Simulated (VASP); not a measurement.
# Ir (P6_3/mmc) in VASP: further runs

The runs below take Ir through single point, with PBEsol.

Program: VASP 6.6.1. These are calculated values, not measurements. Logs are shortened: lines on timing, memory, paths and dates and some standing lists are left out, and cuts for length are marked.

### Step 1. The cell of the first run

It takes space group P6_3/mmc (No. 194, hexagonal). The conventional cell has a = 2.663 Å, b = 2.663 Å, c = 4.318 Å, α = 90.00°, β = 90.00°, γ = 120.00°. Ir (site symmetry -6m2) has 12 Ir at 2.65 to 2.66 Å within 3.5 Å.

### Step 2. Single point, PBEsol, collinear spin, ferromagnetic start

INCAR reads:

```
PREC = Accurate
ENCUT = 520
EDIFF = 1E-6
ISMEAR = 0
SIGMA = 0.15
LREAL = False
LASPH = True
NELM = 150
ALGO = Fast
ISIF = 2
LWAVE = False
LCHARG = True
ISPIN = 2
MAGMOM = 0.7 0.7
LORBIT = 11
NUPDOWN = 1.4
LMAXMIX = 4
GGA = PS
LELF = True
LVHAR = True
NBANDS = 20
```

KPOINTS reads:

```
regular mesh
0
Gamma
  21 21 12
```

POSCAR reads:

```
Ir
1.0
    2.6633313082      0.0000000000      0.0000000000
   -1.3316656541      2.3065125716      0.0000000000
    0.0000000000      0.0000000000      4.3180806037
Ir
2
Direct
    0.6666666667      0.3333333333      0.7500000000
    0.3333333333      0.6666666667      0.2500000000
```

Potentials or basis: VASP PAW PBE potentials, release 64 (Ir).

Run with:

```
cat potpaw_PBE.64/Ir/POTCAR > POTCAR
mpirun -np 1 vasp_std > vasp.out
```

OUTCAR:

```text
PREC = Accurate
   ENCUT = 520
   EDIFF = 1E-6
   ISMEAR = 0
   LREAL = False
   LASPH = True
   NELM = 150
   ISIF = 2
   ISPIN = 2
   LORBIT = 11
   NUPDOWN = 1.4
   GGA = PS

 ion  position               nearest neighbor table
   1  0.667  0.333  0.750-   2 2.65   2 2.65   2 2.65   2 2.65   2 2.65   2 2.65
   2  0.333  0.667  0.250-   1 2.65   1 2.65   1 2.65   1 2.65   1 2.65   1 2.65

  LATTYP: Found a hexagonal cell.
 ALAT       =     2.6633313082
 C/A-ratio  =     1.6213080928

  Lattice vectors:

 A1 = (   2.6633313082,   0.0000000000,   0.0000000000)
 A2 = (  -1.3316656541,   2.3065125716,   0.0000000000)
 A3 = (   0.0000000000,   0.0000000000,   4.3180806037)

Analysis of symmetry for initial positions (statically):
=====================================================================
 Subroutine PRICEL returns:
 Original cell was already a primitive cell.

 Routine SETGRP: Setting up the symmetry group for a
 hexagonal supercell.

 Subroutine GETGRP returns: Found 24 space group operations
 (whereof 12 operations were pure point group operations)
 out of a pool of 24 trial point group operations.

The static configuration has the point symmetry D_3d.
 The point group associated with its full space group is D_6h.

Analysis of symmetry for dynamics (positions and initial velocities):
=====================================================================
 Subroutine PRICEL returns:
 Original cell was already a primitive cell.

 Routine SETGRP: Setting up the symmetry group for a
 hexagonal supercell.

 Subroutine GETGRP returns: Found 24 space group operations
 (whereof 12 operations were pure point group operations)
 out of a pool of 24 trial point group operations.

The dynamic configuration has the point symmetry D_3d.
 The point group associated with its full space group is D_6h.

Analysis of structural, dynamic, and magnetic symmetry:
=====================================================================
 Subroutine PRICEL returns:
 Original cell was already a primitive cell.

 Routine SETGRP: Setting up the symmetry group for a
 hexagonal supercell.

 Subroutine GETGRP returns: Found 24 space group operations
 (whereof 12 operations were pure point group operations)
 out of a pool of 24 trial point group operations.

The overall configuration has the point symmetry D_3d.
 The point group associated with its full space group is D_6h.

 Subroutine INISYM returns: Found 24 space group operations
 (whereof 12 operations are pure point group operations),
 and found     1 'primitive' translations

----------------------------------------------------------------------------------------

                                     Primitive cell

  volume of cell :      26.5260

  direct lattice vectors                    reciprocal lattice vectors
     2.663331308  0.000000000  0.000000000     0.375469622  0.216777487  0.000000000
    -1.331665654  2.306512572  0.000000000     0.000000000  0.433554975  0.000000000
     0.000000000  0.000000000  4.318080604     0.000000000  0.000000000  0.231584376

  length of vectors
     2.663331308  2.663331308  4.318080604     0.433554975  0.433554975  0.231584376

  position of ions in fractional coordinates (direct lattice)
     0.666666667  0.333333333  0.750000000
     0.333333333  0.666666667  0.250000000

  ion indices of the primitive-cell ions
   primitive index   ion index
                 1           1
                 2           2

----------------------------------------------------------------------------------------

 KPOINTS: regular mesh

Automatic generation of k-mesh.
 Grid dimensions read from file:
 generate k-points for:   21   21   12

 Generating k-lattice:

  Cartesian coordinates                     Fractional coordinates (reciprocal lattice)
     0.017879506  0.010322737  0.000000000     0.047619048  0.000000000  0.000000000
     0.000000000  0.020645475  0.000000000     0.000000000  0.047619048  0.000000000
     0.000000000  0.000000000  0.019298698     0.000000000  0.000000000  0.083333333

  Length of vectors
     0.020645475  0.020645475  0.019298698

  Shift w.r.t. Gamma in fractional coordinates (k-lattice)
     0.000000000  0.000000000  0.000000000

 Subroutine IBZKPT returns following result:
 ===========================================

 Found    336 irreducible k-points:

 Following reciprocal coordinates:
            Coordinates               Weight
  0.000000  0.000000  0.000000      1.000000
  0.047619  0.000000  0.000000      6.000000
  0.095238  0.000000  0.000000      6.000000
  0.142857 -0.000000  0.000000      6.000000
  0.190476  0.000000  0.000000      6.000000
  0.238095  0.000000  0.000000      6.000000
[... 16 lines left out ...]
  0.142857  0.095238  0.000000     12.000000
  0.190476  0.095238  0.000000     12.000000
 [... further k-points ...]
   k-points           NKPTS =    336   k-points in BZ     NKDIM =    336   number of bands    NBANDS=     20
   number of dos      NEDOS =    301   number of ions     NIONS =      2
   total plane-waves  NPLWV =  12800
   dimension x,y,z NGX =    20 NGY =   20 NGZ =   32
   dimension x,y,z NGXF=    40 NGYF=   40 NGZF=   64
   ions per type =               2
   NGX,Y,Z   is equivalent  to a cutoff of  12.48, 12.48, 12.32 a.u.
   NGXF,Y,Z  is equivalent  to a cutoff of  24.97, 24.97, 24.64 a.u.
 SYSTEM =  unknown system
   PREC   = accura    normal or accurate (medium, high low for compatibility)
   ISTART =      0    job   : 0-new  1-cont  2-samecut
   ICHARG =      2    charge: 1-file 2-atom 10-const
   ISPIN  =      2    spin polarized calculation?
   LNONCOLLINEAR =      F non collinear calculations
   LSORBIT =      F    spin-orbit coupling
   LASPH  =      T    aspherical Exc in radial PAW
   ENCUT  =  520.0 eV  38.22 Ry    6.18 a.u.   4.95  4.95  8.03*2*pi/ulx,y,z
   NELM   =    150;   NELMIN=  2; NELMDL= -5     # of ELM steps
   EDIFF  = 0.1E-05   stopping-criterion for ELM
   LREAL  =      F    real-space projection
   EDIFFG = 0.1E-04   stopping-criterion for IOM
   NSW    =      0    number of steps for IOM
   IBRION =     -1    ionic relax: 0-MD 1-quasi-New 2-CG
   NFREE  =      0    steps in history (QN), initial steepest desc. (CG)
   ISIF   =      2    stress and relaxation
   ISYM   =      2    0-nonsym 1-usesym 2-fastsym
   POTIM  = 0.5000    time-step for ionic-motion
   TEBEG  =    0.0;   TEEND  =   0.0 temperature during run
   PSTRESS=    0.0 pullay stress
   NELECT =      18.0000    total number of electrons
   NUPDOWN=       1.4000    fix difference up-down
   EMIN   =  10.00;   EMAX   =-10.00  energy-range for DOS
   EFERMI =   0.00;   METHOD = LEGACY
   ISMEAR =     0;   SIGMA  =   0.15  broadening in eV -4-tet -1-fermi 0-gaus
   EFERMI_NEDOS =   21; number of points for ismear=-14 and -15
   IALGO  =     68    algorithm
   IMIX   =      4    mixing-type and parameters
     AMIX     =   0.40;   BMIX     =  1.00
     AMIX_MAG =   1.60;   BMIX_MAG =  1.00
  volume/ion in A,a.u.               =      13.26        89.50
  Fermi-wavevector in a.u.,A,eV,Ry     =   1.438606  2.718570 28.158428  2.069586
  Thomas-Fermi vector in A             =   2.557554
   LORBIT       =     11    0 simple, 1 ext, 2 COOP (PROOUT), +10 PAW based schemes
   GGA     = PS    functional components
   LHFCALC =     F    Hartree Fock is set to
   AEXX    =    0.0000 exact exchange contribution
   IVDW    =     0    specifies the selected vdW correction
   LEPSILON=     F    determine dielectric tensor
   LRPA    =     F    only Hartree local field effects (RPA)
 spin polarized calculation
 RMM-DIIS sequential band-by-band and
 Gauss-broadening in eV      SIGMA  =   0.15
  energy-cutoff  :      520.00
  volume of cell :       26.53
 maximum number of plane-waves:       756
 NGX is ok and might be reduce to    20
   NGX =  9   NGY =  9   NGZ = 17

 number of electron      17.9999998 magnetization       1.4000000

 Free energy of the ion-electron system (eV)
  ---------------------------------------------------
  ext. energy  EPLUGINS =         0.00000000
  ---------------------------------------------------
  free energy    TOTEN  =       -19.03573364 eV

  energy without entropy =      -19.01224051  energy(sigma->0) =      -19.02398707

 E-fermi :  10.9960     XC(G=0): -14.4767

 val. band max:       11.8931503224   @ k =   0.3810   0.1429   0.0833
 cond. band min:      11.0134772126   @ k =   0.2857   0.0476   0.2500
 fundamental gap:     -0.8796731098
 Fermi energy:        11.8957747501

 spin component 1

 k-point     1 :       0.0000    0.0000    0.0000
  band No.  band energies     occupation
      1      -0.5886      1.00000
      2       2.4206      1.00000
      3       6.9590      1.00000
      4       7.0541      1.00000
      5       7.0541      1.00000
      6       7.7913      1.00000
[... 12 lines left out ...]
     19      34.4910      0.00000
     20      34.5156      0.00000
[... 507 lines left out ...]
 k-point    24 :       0.1905    0.0952    0.0000
  band No.  band energies     occupation
      1       1.7240      1.00000
      2       3.9942      1.00000
      3       5.5028      1.00000
      4       5.6745      1.00000
      5       6.9736      1.00000
      6       7.2039      1.00000
[... 12 lines left out ...]
     19      32.9520      0.00000
     20      35.4471      0.00000

 [... further k-points ...]

 spin component 2

 k-point     1 :       0.0000    0.0000    0.0000
  band No.  band energies     occupation
      1      -0.4060      1.00000
      2       2.7324      1.00000
      3       7.4008      1.00000
      4       7.4842      1.00000
      5       7.4842      1.00000
      6       8.2346      1.00000
[... 12 lines left out ...]
     19      34.6885      0.00000
     20      34.7086      0.00000
[... 507 lines left out ...]
 k-point    24 :       0.1905    0.0952    0.0000
  band No.  band energies     occupation
      1       1.9175      1.00000
      2       4.3360      1.00000
      3       5.8736      1.00000
      4       6.0303      1.00000
      5       7.3775      1.00000
      6       7.6441      1.00000
[... 12 lines left out ...]
     19      33.1473      0.00000
     20      35.6715      0.00000

 [... further k-points ...]
[... 5 lines left out ...]
  --------------------------------------------------------------------------------------
  -------------------------------------------------------------------------------------
  Total        5.6848387      5.6848387      5.6989039     -0.0000000     -0.0000000      0.0000000
  in kB      343.3657424    343.3657424    344.2152837     -0.0000000     -0.0000000      0.0000000
  external PRESSURE =     343.6489228 kB  Pullay stress =       0.0000000 kB

 VOLUME and BASIS-vectors are now :
 -----------------------------------------------------------------------------
  energy-cutoff  :      520.00
  volume of cell :       26.53
      direct lattice vectors                 reciprocal lattice vectors
     2.663331308  0.000000000  0.000000000     0.375469622  0.216777487  0.000000000
    -1.331665654  2.306512572  0.000000000     0.000000000  0.433554975  0.000000000
     0.000000000  0.000000000  4.318080604     0.000000000  0.000000000  0.231584376

 POSITION                                       TOTAL-FORCE (eV/Angst)
 -----------------------------------------------------------------------------------
      1.33167      0.76884      3.23856        -0.000000     -0.000000      0.000000
     -0.00000      1.53768      1.07952         0.000000      0.000000      0.000000
 -----------------------------------------------------------------------------------
    total drift:                               -0.000000      0.000000     -0.000000

  FREE ENERGIE OF THE ION-ELECTRON SYSTEM (eV)
  ---------------------------------------------------
  free  energy   TOTEN  =       -19.0357336369 eV

  energy  without entropy=      -19.0122405122  energy(sigma->0) =      -19.02398707

 total charge

# of ion       s       p       d       tot
------------------------------------------
    1        0.708   0.836   7.089   8.633
    2        0.708   0.836   7.089   8.633
--------------------------------------------------
tot          1.416   1.672  14.178  17.266

 magnetization (x)

# of ion       s       p       d       tot
------------------------------------------
    1        0.004   0.007   0.670   0.681
    2        0.004   0.007   0.670   0.681
--------------------------------------------------
tot          0.008   0.015   1.339   1.362
```

It took 3.8 min on 1 thread of Oxide Virtual Turin-like, shared host; peak memory 0.31 GiB.

What came out:

```
Free energy                                           : -19.0357 eV
Pressure                                              : 34.4 GPa
Net moment                                            : 1.40 μB per cell
Site moments                                          : Ir +0.68 μB
Valence electrons inside the program's atomic spheres : Ir 8.63
```

Stress tensor (GPa, compression positive):
```
34.34  0.00  0.00
 0.00 34.34  0.00
 0.00  0.00 34.42
```

Caveat: the PAW data sets were made with another functional, which shifts forces and pressure a little; spin-orbit coupling is left out, which moves the levels of the heavy elements; the total moment is fixed, so each spin has its own Fermi level.

[end of part 1 of 2]
